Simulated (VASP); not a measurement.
# GaBiSe3 (P6_3/mmc) in VASP: further runs, part 2 of 2

VASP 6.6.1. Earlier steps stand in the parts before.

### Step 3. Single point, PBE

This run uses another cell than the first one, of 25.00 Å³/atom.

File INCAR:

```
SYSTEM = GaBiSe3
PREC     = Accurate       ! precision mode
ENCUT    = 500            ! plane-wave cutoff, eV
EDIFF    = 1E-6           ! SCF threshold, eV
ISMEAR   = 0              ! smearing method
SIGMA    = 0.1            ! smearing width, eV
LREAL    = .False.        ! projectors in reciprocal space
LASPH    = .True.         ! aspherical terms in the spheres
NELM     = 120            ! most SCF steps
ALGO     = Normal         ! electronic algorithm
ISIF     = 2              ! what is computed and relaxed
LWAVE    = .False.        ! write WAVECAR
LCHARG   = .True.         ! write CHGCAR
GGA      = PE             ! functional
LELF     = .True.         ! ELF
LVHAR    = .True.       
NBANDS   = 57             ! bands
GGA_COMPAT= .False.
```

File KPOINTS:

```
regular mesh
0
Gamma
  3 3 4
  0 0 0
```

File POSCAR:

```
GaBiSe3
1.0
    7.0042500000      0.0000000000      0.0000000000
   -3.5021250000      6.0658584300      0.0000000000
    0.0000000000      0.0000000000      5.8835700000
Ga Bi Se
2 2 6
Direct
    0.0000000000      0.0000000000      0.0000000000
    0.0000000000      0.0000000000      0.5000000000
    0.3333333300      0.6666666700      0.7500000000
    0.6666666700      0.3333333300      0.2500000000
    0.8333333300      0.6666666700      0.7500000000
    0.3333333300      0.1666666700      0.7500000000
    0.8333333300      0.1666666700      0.7500000000
    0.1666666700      0.3333333300      0.2500000000
    0.6666666700      0.8333333300      0.2500000000
    0.1666666700      0.8333333300      0.2500000000
```

Potentials or basis: VASP PAW PBE potentials, release 64 (Ga_d, Bi_d, Se).

On the command line:

```sh
$ cat potpaw_PBE.64/Ga_d/POTCAR potpaw_PBE.64/Bi_d/POTCAR potpaw_PBE.64/Se/POTCAR > POTCAR
$ mpirun -np 1 vasp_std > vasp.out
```

OUTCAR:

```text
SYSTEM = GaBiSe3
   PREC = Accurate
   ENCUT = 500
   EDIFF = 1E-6
   ISMEAR = 0
   LREAL = .False.
   LASPH = .True.
   NELM = 120
   ISIF = 2
   GGA = PE

 ion  position               nearest neighbor table
   1  0.000  0.000  0.000-   5 2.50   8 2.50   6 2.50   9 2.50   7 2.50  10 2.50
   2  0.000  0.000  0.500-   5 2.50   8 2.50   6 2.50   9 2.50   7 2.50  10 2.50
   3  0.333  0.667  0.750-
   4  0.667  0.333  0.250-
   5  0.833  0.667  0.750-   1 2.50   2 2.50
   6  0.333  0.167  0.750-   1 2.50   2 2.50
   7  0.833  0.167  0.750-   1 2.50   2 2.50
   8  0.167  0.333  0.250-   1 2.50   2 2.50
   9  0.667  0.833  0.250-   1 2.50   2 2.50
  10  0.167  0.833  0.250-   1 2.50   2 2.50
[... 743 lines left out ...]
  external PRESSURE =       9.4457021 kB  Pullay stress =       0.0000000 kB

 VOLUME and BASIS-vectors are now :
 -----------------------------------------------------------------------------
  energy-cutoff  :      500.00
  volume of cell :      249.97
      direct lattice vectors                 reciprocal lattice vectors
     7.004250000  0.000000000  0.000000000     0.142770461  0.082428564  0.000000000
    -3.502125000  6.065858430  0.000000000     0.000000000  0.164857128  0.000000000
     0.000000000  0.000000000  5.883570000     0.000000000  0.000000000  0.169964834

 POSITION                                       TOTAL-FORCE (eV/Angst)
 -----------------------------------------------------------------------------------
      0.00000      0.00000      0.00000         0.000000     -0.000000     -0.000000
      0.00000      0.00000      2.94178         0.000000     -0.000000     -0.000000
     -0.00000      4.04391      4.41268         0.000000     -0.000000     -0.000000
      3.50213      2.02195      1.47089        -0.000000     -0.000000      0.000000
      3.50212      4.04391      4.41268         0.000000     -1.124129      0.000000
      1.75106      1.01098      4.41268         0.973525      0.562065      0.000000
      5.25319      1.01098      4.41268        -0.973525      0.562065     -0.000000
      0.00000      2.02195      1.47089         0.000000      1.124129     -0.000000
      1.75106      5.05488      1.47089        -0.973525     -0.562065     -0.000000
     -1.75106      5.05488      1.47089         0.973525     -0.562065      0.000000
 -----------------------------------------------------------------------------------
    total drift:                                0.000000      0.000000      0.000000

  FREE ENERGIE OF THE ION-ELECTRON SYSTEM (eV)
  ---------------------------------------------------
  free  energy   TOTEN  =       -33.6690724444 eV

  energy  without entropy=      -33.6199262476  energy(sigma->0) =      -33.64449935
```

OSZICAR:

```text
N       E                     dE             d eps       ncg     rms          rms(c)
DAV:   1     0.984280447839E+03    0.98428E+03   -0.40638E+04  1115   0.189E+03
DAV:   2     0.125944592703E+03   -0.85834E+03   -0.83270E+03  1082   0.545E+02
DAV:   3    -0.246687161653E+02   -0.15061E+03   -0.14237E+03  1223   0.190E+02
DAV:   4    -0.367117779109E+02   -0.12043E+02   -0.11714E+02  1267   0.542E+01
DAV:   5    -0.371833729564E+02   -0.47160E+00   -0.46986E+00  1396   0.112E+01    0.965E+00
DAV:   6    -0.336470382569E+02    0.35363E+01   -0.87478E+00  1250   0.136E+01    0.458E+00
DAV:   7    -0.336840007617E+02   -0.36963E-01   -0.88714E-01  1188   0.386E+00    0.289E+00
DAV:   8    -0.336691582780E+02    0.14842E-01   -0.11149E-01  1378   0.172E+00    0.329E-01
DAV:   9    -0.336688206762E+02    0.33760E-03   -0.85704E-03  1236   0.460E-01    0.180E-01
DAV:  10    -0.336690397973E+02   -0.21912E-03   -0.12281E-03  1464   0.148E-01    0.592E-02
DAV:  11    -0.336690673342E+02   -0.27537E-04   -0.20385E-04  1300   0.945E-02    0.198E-02
DAV:  12    -0.336690727622E+02   -0.54281E-05   -0.28214E-05  1401   0.433E-02    0.739E-03
DAV:  13    -0.336690724444E+02    0.31786E-06   -0.38091E-06  1060   0.111E-02
   1 F= -.33669072E+02 E0= -.33644499E+02  d E =-.491462E-01
```

stdout:

```text
POSCAR found type information on POSCAR GaBiSe
 POSCAR found :  3 types and      10 ions
 scaLAPACK will be used
 LDA part: xc-table for (Slater+PW92), standard interpolation
 POSCAR, INCAR and KPOINTS ok, starting setup
 FFT: planning ... GRIDC
 FFT: planning ... GRID_SOFT
 FFT: planning ... GRID
 WAVECAR not read
 entering main loop
```

It took 6 min on 1 thread of Intel Xeon 8259CL, shared host; peak memory 0.42 GiB.

Results:

* Free energy: -33.6691 eV
* Pressure: 0.9 GPa
* Largest force: 1.124 eV/Å
* Band gap on the k mesh: zero (bands 46 and 47 overlap by 0.22 eV)

Forces in eV/Å, atoms in the order of the input:
```
Ga   0.000  0.000  0.000
Ga   0.000  0.000  0.000
Bi   0.000  0.000  0.000
Bi   0.000  0.000  0.000
Se   0.000 -1.124  0.000
Se   0.974  0.562  0.000
Se  -0.974  0.562  0.000
Se   0.000  1.124  0.000
Se  -0.974 -0.562  0.000
Se   0.974 -0.562  0.000
```

Caveat: spin-orbit coupling is left out, which moves the levels of the heavy elements; forces of over 1 eV/Å act on the atoms, so gaps and moduli don't describe the material at rest.

### Step 4. Single point, PBE

This run uses another cell than the first one, of 24.31 Å³/atom.

File INCAR:

```
SYSTEM = GaBiSe3
PREC = Accurate ; ENCUT = 500
EDIFF = 1E-6 ; ISMEAR = 0
SIGMA = 0.2 ; LREAL = .FALSE.
LASPH = .TRUE. ; NELM = 120
ALGO = Normal ; ISIF = 2
LWAVE = .FALSE. ; LCHARG = .FALSE.
GGA = PE ; NBANDS = 57
GGA_COMPAT = .FALSE.
```

File KPOINTS:

```
regular mesh
0
G
  4 6 6
  0 0 0
```

File POSCAR:

```
GaBiSe3
1.0
    0.0000000000      0.0000000000      6.3409794598
    6.6537714840      0.0000000000      0.0000000000
   -3.3268857420      5.7623351362      0.0000000000
Ga Bi Se
2 2 6
Direct
    0.0000000000      0.0000000000      1.0000000000
    0.5000000000      0.0000000000      1.0000000000
    0.7500000000      0.3333333333      0.6666666667
    0.2500000000      0.6666666667      0.3333333333
    0.7500000000      0.8247083271      0.6494166543
    0.7500000000      0.3505833457      0.1752916729
    0.7500000000      0.8247083271      0.1752916729
    0.2500000000      0.1752916729      0.3505833457
    0.2500000000      0.6494166543      0.8247083271
    0.2500000000      0.1752916729      0.8247083271
```

On the command line:

```sh
$ cat potpaw_PBE.64/Ga_d/POTCAR potpaw_PBE.64/Bi_d/POTCAR potpaw_PBE.64/Se/POTCAR > POTCAR
$ mpirun -np 1 vasp_std > vasp.out
```

Run time: 10 min. Hardware: 1 thread of Intel Xeon 8259CL, shared host; peak memory 0.48 GiB.

The run converged. Its results:

* Free energy: -34.4697 eV
* Pressure: 0.1 GPa
* Largest force: 0.007 eV/Å
* Band gap on the k mesh: zero (bands 46 and 47 overlap by 0.66 eV)

Forces on the atoms (eV/Å):
```
Ga   0.000  0.000  0.000
Ga   0.000  0.000  0.000
Bi   0.000  0.000  0.000
Bi   0.000  0.000  0.000
Se   0.000 -0.007  0.000
Se   0.006  0.004  0.000
Se  -0.006  0.004  0.000
Se   0.000  0.007  0.000
Se  -0.006 -0.004  0.000
Se   0.006 -0.004  0.000
```

Stress tensor (GPa, compression positive):
```
 0.31  0.00  0.00
 0.00  0.31  0.00
 0.00  0.00 -0.27
```

Levels at points of the mesh, in eV from the Fermi level:
| k point | band 43 | band 44 | band 45 | band 46 | band 47 | band 48 | band 49 | band 50 |
| --- | --- | --- | --- | --- | --- | --- | --- | --- |
| (0.00, 0.00, 0.00) | -0.69 | -0.50 | 0.38 | 0.48 | 0.48 | 0.57 | 1.81 | 2.99 |
| (0.50, 0.00, 0.00) | -0.17 | -0.17 | -0.10 | -0.10 | 0.30 | 0.30 | 1.36 | 1.36 |
| (0.00, 0.50, 0.00) | -0.82 | -0.76 | -0.33 | -0.30 | -0.18 | 0.44 | 0.55 | 0.75 |
| (0.50, 0.50, 0.00) | -0.85 | -0.85 | -0.50 | -0.50 | 0.16 | 0.16 | 0.18 | 0.18 |

Caveat: spin-orbit coupling is left out, which moves the levels of the heavy elements.

### Step 5. Relaxation of cell and atoms, PBE

This run uses another cell than the first one, of 25.00 Å³/atom.

File INCAR:

```
SYSTEM = GaBiSe3
ALGO = Normal
EDIFF = 1E-7
EDIFFG = -0.04
ENCUT = 500
GGA = PE
GGA_COMPAT = .FALSE.
IBRION = 2
ISIF = 3
ISMEAR = 0
LASPH = .TRUE.
LCHARG = .FALSE.
LREAL = .FALSE.
LWAVE = .FALSE.
NELM = 120
NELMIN = 4
NSW = 90
PREC = Accurate
SIGMA = 0.1
```

File KPOINTS:

```
k-points
0
G
  3 3 4
  0 0 0
```

File POSCAR:

```
GaBiSe3
1.0
    7.0042500000      0.0000000000      0.0000000000
   -3.5021250000      6.0658584300      0.0000000000
    0.0000000000      0.0000000000      5.8835700000
Ga Bi Se
2 2 6
Direct
    0.0000000000      0.0000000000      0.0000000000
    0.0000000000      0.0000000000      0.5000000000
    0.3333333300      0.6666666700      0.7500000000
    0.6666666700      0.3333333300      0.2500000000
    0.8333333300      0.6666666700      0.7500000000
    0.3333333300      0.1666666700      0.7500000000
    0.8333333300      0.1666666700      0.7500000000
    0.1666666700      0.3333333300      0.2500000000
    0.6666666700      0.8333333300      0.2500000000
    0.1666666700      0.8333333300      0.2500000000
```

Potentials or basis: VASP PAW PBE potentials, release 64 (Ga_d, Bi_d, Se).

On the command line:

```sh
$ cat potpaw_PBE.64/Ga_d/POTCAR potpaw_PBE.64/Bi_d/POTCAR potpaw_PBE.64/Se/POTCAR > POTCAR
$ mpirun -np 1 vasp_std > vasp.out
```

OUTCAR:

```text
SYSTEM = GaBiSe3
   EDIFF = 1E-7
   EDIFFG = -0.04
   ENCUT = 500
   GGA = PE
   IBRION = 2
   ISIF = 3
   ISMEAR = 0
   LASPH = .TRUE.
   LREAL = .FALSE.
   NELM = 120
   NELMIN = 4
   NSW = 90
   PREC = Accurate

 ion  position               nearest neighbor table
   1  0.000  0.000  0.000-   5 2.50   8 2.50   6 2.50   9 2.50   7 2.50  10 2.50
   2  0.000  0.000  0.500-   5 2.50   8 2.50   6 2.50   9 2.50   7 2.50  10 2.50
   3  0.333  0.667  0.750-
   4  0.667  0.333  0.250-
   5  0.833  0.667  0.750-   1 2.50   2 2.50
   6  0.333  0.167  0.750-   1 2.50   2 2.50
   7  0.833  0.167  0.750-   1 2.50   2 2.50
   8  0.167  0.333  0.250-   1 2.50   2 2.50
   9  0.667  0.833  0.250-   1 2.50   2 2.50
  10  0.167  0.833  0.250-   1 2.50   2 2.50

  LATTYP: Found a hexagonal cell.
 ALAT       =     7.0042500000
 C/A-ratio  =     0.8400000000

  Lattice vectors:

 A1 = (   7.0042500000,   0.0000000000,   0.0000000000)
 A2 = (  -3.5021250000,   6.0658584300,   0.0000000000)
 A3 = (   0.0000000000,   0.0000000000,   5.8835700000)

Analysis of symmetry for initial positions (statically):
=====================================================================
 Subroutine PRICEL returns:
 Original cell was already a primitive cell.

 Routine SETGRP: Setting up the symmetry group for a
[... 165 lines left out ...]

 Free energy of the ion-electron system (eV)
  ---------------------------------------------------
  ext. energy  EPLUGINS =         0.00000000
  ---------------------------------------------------
  free energy    TOTEN  =       -33.66907221 eV

  energy without entropy =      -33.61991899  energy(sigma->0) =      -33.64449560

------------------------ aborting loop because EDIFF is reached ----------------------------------------

  FORCE on cell =-STRESS in cart. coord.  units (eV):
  Direction    XX          YY          ZZ          XY          YZ          ZX
  --------------------------------------------------------------------------------------
  -------------------------------------------------------------------------------------
  Total       -1.3070930     -1.3070929      6.9826764      0.0000000     -0.0000000      0.0000000
  in kB       -8.3776502     -8.3776502     44.7545986      0.0000000     -0.0000000      0.0000000
  external PRESSURE =       9.3330994 kB  Pullay stress =       0.0000000 kB
[... 1174 lines left out ...]
     54       7.6242      0.00000
     55       9.1498      0.00000

[... ionic steps 4 to 19 ...]

--------------------------------------- Ionic step       20  -------------------------------------------

 number of electron      92.0000017 magnetization

------------------------ aborting loop because EDIFF is reached ----------------------------------------
[... 83 lines left out ...]
--------------------------------------- Ionic step       22  -------------------------------------------

 number of electron      92.0000004 magnetization

 Free energy of the ion-electron system (eV)
  ---------------------------------------------------
  ext. energy  EPLUGINS =         0.00000000
  ---------------------------------------------------
  free energy    TOTEN  =       -34.45125595 eV

  energy without entropy =      -34.40514944  energy(sigma->0) =      -34.42820270

 E-fermi :   5.0434     XC(G=0):  -9.9004

 val. band max:        5.0145949066   @ k =   0.0000   0.0000   0.2500
 cond. band min:       5.0468151143   @ k =   0.0000   0.0000   0.5000
 fundamental gap:      0.0322202076
 Fermi energy:         5.0433880971
[... 557 lines left out ...]
  FREE ENERGIE OF THE ION-ELECTRON SYSTEM (eV)
  ---------------------------------------------------
  free  energy   TOTEN  =       -34.4512559501 eV

  energy  without entropy=      -34.4051494439  energy(sigma->0) =      -34.42820270

 reached required accuracy - stopping structural energy minimisation
```

Run time: 84 min. Hardware: 1 thread of Intel Xeon 8259CL, shared host; peak memory 0.46 GiB.

Results:

```
Free energy                           : -34.4513 eV
Relaxed volume                        : 24.64 Å³/atom
Relaxed cell                          : a = 6.441 Å, b = 6.441 Å, c = 6.859 Å, α = 90.00°, β = 90.00°, γ = 120.00°
Space group after relaxing (to 0.1 Å) : P6_3/mmc (No. 194)
Energy gained by relaxing             : 78.2 meV/atom
Ionic steps                           : 22
Pressure after relaxing               : 0.0 GPa
Largest force after relaxing          : 0.020 eV/Å
Band gap on the k mesh                : zero (bands 46 and 47 overlap by 0.11 eV)
```

Forces on the atoms (eV/Å):
```
Ga   0.000  0.000  0.000
Ga   0.000  0.000  0.000
Bi   0.000  0.000  0.000
Bi   0.000  0.000  0.000
Se   0.000 -0.020  0.000
Se   0.017  0.010  0.000
Se  -0.017  0.010  0.000
Se   0.000  0.020  0.000
Se  -0.017 -0.010  0.000
Se   0.017 -0.010  0.000
```

The path:
```csv
step,energy change (eV),largest force (eV/Å),pressure (GPa),volume (Å³)
1,0.0000,1.1242,0.93,249.97
2,-0.3899,0.3350,-1.78,255.15
3,-0.4348,0.0052,-2.82,257.75
4,-0.6286,0.1357,-0.08,242.53
5,-0.6287,0.1396,0.02,242.13
6,-0.6382,0.0843,0.14,242.26
7,-0.6555,0.0993,0.55,242.62
8,-0.6563,0.1800,0.73,242.75
9,-0.6596,0.1879,0.67,243.16
10,-0.6679,0.2145,0.51,244.41
11,-0.6789,0.2760,0.21,246.88
12,-0.6737,0.4232,-0.32,251.73
13,-0.6822,0.3189,0.02,248.52
14,-0.6972,0.2849,-0.17,249.13
15,-0.7326,0.1924,-0.68,250.91
16,-0.7428,0.0228,-1.46,254.27
17,-0.7487,0.0889,-1.19,252.95
18,-0.7683,0.0894,-0.71,250.53
19,-0.7751,0.0856,-0.21,248.21
20,-0.7751,0.0852,-0.18,248.09
21,-0.7777,0.0687,-0.14,247.68
22,-0.7822,0.0200,-0.01,246.45
```

Final structure:
```
CELL_PARAMETERS angstrom
6.44094 0.00000 0.00000
-3.22047 5.57802 0.00000
0.00000 0.00000 6.85949
ATOMIC_POSITIONS crystal
Ga 0.00000 0.00000 0.00000
Ga 0.00000 0.00000 0.50000
Bi 0.33333 0.66667 0.75000
Bi 0.66667 0.33333 0.25000
Se 0.82594 0.65188 0.75000
Se 0.34812 0.17406 0.75000
Se 0.82594 0.17406 0.75000
Se 0.17406 0.34812 0.25000
Se 0.65188 0.82594 0.25000
Se 0.17406 0.82594 0.25000
```

Levels at points of the mesh, in eV from the Fermi level:
| k point | band 44 | band 45 | band 46 | band 47 | band 48 | band 49 |
| --- | --- | --- | --- | --- | --- | --- |
| (0.00, 0.00, 0.00) | -0.40 | -0.18 | 0.06 | 0.47 | 0.47 | 0.96 |
| (0.00, 0.00, 0.50) | 0.00 | 0.00 | 0.00 | 0.03 | 0.03 | 0.91 |

Caveat: a cell axis changed by over 15 % at a fixed basis, so the end point is rough; spin-orbit coupling is left out, which moves the levels of the heavy elements.

### Step 6. Single point, PBE

This run uses another cell than the first one, of 24.31 Å³/atom.

File INCAR:

```
SYSTEM = GaBiSe3
PREC     = Accurate       ! precision mode
ENCUT    = 500            ! plane-wave cutoff, eV
EDIFF    = 1E-6           ! SCF threshold, eV
ISMEAR   = 0              ! smearing method
SIGMA    = 0.1            ! smearing width, eV
LREAL    = .False.        ! projectors in reciprocal space
LASPH    = .True.         ! aspherical terms in the spheres
NELM     = 120            ! most SCF steps
ALGO     = Normal         ! electronic algorithm
ISIF     = 2              ! what is computed and relaxed
LWAVE    = .False.        ! write WAVECAR
LCHARG   = .False.        ! write CHGCAR
GGA      = PE             ! functional
NBANDS   = 57             ! bands
GGA_COMPAT= .False.
```

File KPOINTS:

```
regular mesh
0
Gamma
  6 6 6
  0 0 0
```

File POSCAR:

```
GaBiSe3
1.0
    6.6537714840      0.0000000000      0.0000000000
   -3.3268857420      5.7623351362      0.0000000000
    0.0000000000      0.0000000000      6.3409794598
Ga Bi Se
2 2 6
Direct
    0.0000000000      0.0000000000      0.0000000000
    0.0000000000      0.0000000000      0.5000000000
    0.3333333333      0.6666666667      0.7500000000
    0.6666666667      0.3333333333      0.2500000000
    0.8247083271      0.6494166543      0.7500000000
    0.3505833457      0.1752916729      0.7500000000
    0.8247083271      0.1752916729      0.7500000000
    0.1752916729      0.3505833457      0.2500000000
    0.6494166543      0.8247083271      0.2500000000
    0.1752916729      0.8247083271      0.2500000000
```

Potentials or basis: VASP PAW PBE potentials, release 64 (Ga_d, Bi_d, Se).

On the command line:

```sh
$ cat potpaw_PBE.64/Ga_d/POTCAR potpaw_PBE.64/Bi_d/POTCAR potpaw_PBE.64/Se/POTCAR > POTCAR
$ mpirun -np 1 vasp_std > vasp.out
```

It took 13 min on 1 thread of Intel Xeon 8259CL, shared host; peak memory 0.54 GiB.

It converged, with:

| Quantity | Value |
| --- | --- |
| Free energy | -34.4149 eV |
| Pressure | 0.1 GPa |
| Largest force | 0.018 eV/Å |
| Band gap on the k mesh | zero (bands 46 and 47 overlap by 0.66 eV) |

Forces on the atoms (eV/Å):
```
Ga   0.000  0.000  0.000
Ga   0.000  0.000  0.000
Bi   0.000  0.000  0.000
Bi   0.000  0.000  0.000
Se   0.000 -0.018  0.000
Se   0.016  0.009  0.000
Se  -0.016  0.009  0.000
Se   0.000  0.018  0.000
Se  -0.016 -0.009  0.000
Se   0.016 -0.009  0.000
```

Levels at points of the mesh, in eV from the Fermi level:
| k point | band 44 | band 45 | band 46 | band 47 | band 48 | band 49 |
| --- | --- | --- | --- | --- | --- | --- |
| (0.00, 0.00, 0.00) | -0.47 | 0.41 | 0.51 | 0.51 | 0.60 | 1.84 |
| (0.50, 0.00, 0.00) | -0.73 | -0.30 | -0.26 | -0.15 | 0.47 | 0.59 |
| (0.00, 0.00, 0.50) | -0.14 | -0.07 | -0.07 | 0.34 | 0.34 | 1.39 |
| (0.50, 0.00, 0.50) | -0.81 | -0.46 | -0.46 | 0.19 | 0.19 | 0.22 |

Caveat: spin-orbit coupling is left out, which moves the levels of the heavy elements.

### Step 7. The runs side by side

```csv
task,cell,k mesh,smearing,gap on the mesh (eV),pressure (GPa),largest force (eV/Å)
single point,"a = 6.455, b = 6.455, c = 6.799 Å, angles 90.0, 90.0, 120.0°, 10 atoms, atomic positions A",3 × 3 × 4,gaussian 0.1 eV,none,0.2,0.02
single point,"a = 7.004, b = 7.004, c = 5.884 Å, angles 90.0, 90.0, 120.0°, 10 atoms, atomic positions B",3 × 3 × 4,gaussian 0.1 eV,none,0.9,1.12
single point,"a = 6.341, b = 6.654, c = 6.654 Å, angles 120.0, 90.0, 90.0°, 10 atoms, atomic positions C",4 × 6 × 6,gaussian 0.2 eV,none,0.1,0.01
relaxation of cell and atoms,"relaxed from a = 7.004, b = 7.004, c = 5.884 Å, angles 90.0, 90.0, 120.0°, 10 atoms, atomic positions B",3 × 3 × 4,gaussian 0.1 eV,none,0.0,0.02
single point,"a = 6.654, b = 6.654, c = 6.341 Å, angles 90.0, 90.0, 120.0°, 10 atoms, atomic positions C",6 × 6 × 6,gaussian 0.1 eV,none,0.1,0.02
```

Alike in all rows: level PBE; potentials or basis VASP PAW PBE potentials, release 64 (Ga_d, Bi_d, Se); no spin polarisation; cutoff (eV) 500.

Caveats: some runs use coarse meshes; spin-orbit coupling is left out, which moves the levels of the heavy elements; forces of over 1 eV/Å act on the atoms, so gaps and moduli don't describe the material at rest (at least some runs); a cell axis changed by over 15 % at a fixed basis, so the end point is rough (at least some runs).

Absolute energies hang on the potentials; compare differences alone.
